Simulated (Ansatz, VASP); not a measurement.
**NbP: VASP beside Ansatz**

File POSCAR:

```
NbP
1.0
   -1.6749232544      1.6749232544      5.7401081759
    1.6749232544     -1.6749232544      5.7401081759
    1.6749232544      1.6749232544     -5.7401081759
Nb P
2 2
Direct
    0.7498808000      0.7498808000      0.0000000000
    0.4998808000      0.9998808000      0.5000000000
    0.3327477700      0.3327477700      0.0000000000
    0.0827477800      0.5827477800      0.5000000000
```

File INCAR.step1:

```
SYSTEM = NbP
ALGO = Normal
EDIFF = 1E-4
ENCUT = 520
GGA = PE
ISMEAR = 0
LASPH = .TRUE.
LCHARG = .FALSE.
LREAL = .FALSE.
LWAVE = .TRUE.
NBANDS = 26
NELM = 60
PREC = Accurate
SIGMA = 0.1
```

INCAR.step2

```
SYSTEM = NbP
ALGO = Normal
EDIFF = 1E-7
ENCUT = 520
ISIF = 2
ISMEAR = 0
ISTART = 1
LASPH = .TRUE.
LCHARG = .FALSE.
LMIXTAU = .TRUE.
LREAL = .FALSE.
LWAVE = .FALSE.
METAGGA = R2SCAN
NBANDS = 26
NELM = 60
PREC = Accurate
SIGMA = 0.1
```

KPOINTS

```
k-points
0
G
  8 8 8
  0 0 0
```

Input for Ansatz:

```yaml
crystal:
  lattice:
    - [-1.6749232544, 1.6749232544, 5.7401081759]
    - [1.6749232544, -1.6749232544, 5.7401081759]
    - [1.6749232544, 1.6749232544, -5.7401081759]
  atoms:
    - { symbol: Nb, position: [0.7498808, 0.7498808, 0.0] }
    - { symbol: Nb, position: [0.4998808, 0.9998808, 0.5] }
    - { symbol: P, position: [0.33274777, 0.33274777, 0.0] }
    - { symbol: P, position: [0.08274778, 0.58274778, 0.5] }
basis:
  ecutwfc: 500
kpoints:
  mp_grid: { grid: [8, 8, 8] }
hamiltonian:
  xc: r2scan
scf:
  occupations: { method: gaussian, width: 0.1 }
output:
  forces: true
  stress: true
  eigenvalues: true
```

Alike in both runs: task single point; functional r2SCAN; k mesh 8 × 8 × 8; occupations gaussian, width 0.1 eV; no spin polarisation.

```csv
,VASP,Ansatz
version,VASP 6.6.1,Ansatz 0.2.0
potentials or method,"VASP PAW PBE potentials, release 64 (Nb_sv, P), cutoff 520 eV","scalar-relativistic, plane waves, PAW"
valence electrons in the cell,36,36
```

```tsv
	VASP	Ansatz	Ansatz less VASP
gap on the k mesh at the Fermi level (eV)	none	none	-
pressure (GPa)	-2.0	-1.6	+0.40
traceless stress, the component that is largest in VASP (GPa)	0.53	0.48	-0.042
```

VASP's potentials were made for PBE, not for r2SCAN. A gap of «none» marks a metal or a gap that the smearing closes. With one functional, cell and mesh, what is left measures potentials, basis and numerics.
